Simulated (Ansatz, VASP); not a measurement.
## One calculation of Nb, two programs

Contents of INCAR:

```
PREC = Accurate ; ENCUT = 600
EDIFF = 1E-6 ; ISMEAR = 0
SIGMA = 0.1 ; LREAL = False
LASPH = True ; NELM = 100
ALGO = Normal ; ISIF = 3
LWAVE = False ; LCHARG = False
GGA = PS ; IBRION = 2
NSW = 100 ; EDIFFG = -0.005
```

KPOINTS

```
Automatic mesh
0
Gamma
  18 18 18
```

The input POSCAR:

```
Nb
1.0
   -1.6588161896      1.6588161896      1.6588161896
    1.6588161896     -1.6588161896      1.6588161896
    1.6588161896      1.6588161896     -1.6588161896
Nb
1
Direct
    0.0000000000      0.0000000000      0.0000000000
```

Input for Ansatz:

```yaml
crystal:
  lattice:
    - [-1.6588161896, 1.6588161896, 1.6588161896]
    - [1.6588161896, -1.6588161896, 1.6588161896]
    - [1.6588161896, 1.6588161896, -1.6588161896]
  atoms:
    - { symbol: Nb, position: [0.0, 0.0, 0.0] }
basis:
  ecutwfc: 420
kpoints:
  mp_grid: { grid: [18, 18, 18] }
hamiltonian:
  xc: pbesol
scf:
  occupations: { method: gaussian, width: 0.1 }
output:
  forces: true
  stress: true
  eigenvalues: true
relax:
  adjacent_minimum: "off"
  f_tol: 0.005
  max_steps: 80
  cell: { stress_tol: 0.05 }
```

Alike in both runs: task relaxation of cell and atoms; functional PBEsol; k mesh 18 × 18 × 18; occupations gaussian, width 0.1 eV; no spin polarisation.

```csv
,VASP,Ansatz
version,VASP 6.6.1,Ansatz 0.2.0
potentials or method,"VASP PAW PBE potentials, release 64 (Nb_sv), cutoff 600 eV","scalar-relativistic, plane waves, PAW"
valence electrons in the cell,13,13
```

|  | VASP | Ansatz | Ansatz less VASP |
| --- | --- | --- | --- |
| gap on the k mesh at the Fermi level, each at its own relaxed structure (eV) | none | none | - |
| relaxed volume (Å³/atom) | 17.50 | 17.52 | +0.019 |
| relaxed cell length with the largest relative difference (Å) | 2.833 | 2.834 | +0.0010 |

VASP's potentials were made for PBE, not for PBEsol. A gap of «none» marks a metal or a gap that the smearing closes.
